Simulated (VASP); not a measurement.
Runs of VASP 6.6.1 on As. The structure is that of space group R-3m (No. 166), or close to it. The cells are those of the table. 

```tsv
task	cell	gap on the mesh (eV)	pressure (GPa)	largest force (eV/Å)
single point	a = 6.135 Å, angles 34.3°, 2 atoms	(c)	0.3	0.08
single point	a = 4.703 Å, angles 44.2°, 2 atoms	none	141.0	79.00
single point	a = 3.981 Å, angles 57.2°, 2 atoms	none	2.1	(b)
relaxation of cell and atoms	relaxed from a = 4.703 Å, angles 44.2°, 2 atoms	(a)	0.0	-
```

Alike in all rows: level PBE; potentials or basis VASP PAW PBE potentials, release 64 (As); no spin polarisation; k mesh 6 × 6 × 6; cutoff (eV) 500; smearing gaussian 0.1 eV.

Q: Fill in the values left out.

A: (a) 1.47; (b) 0.53; (c) 1.13.

Caveats: forces of over 1 eV/Å act on the atoms, so gaps and moduli don't describe the material at rest (some runs).

A k mesh can miss the band edges, and the runs leave out spin-orbit coupling on As.

A gap of «none» marks levels without a gap at the run's occupations.
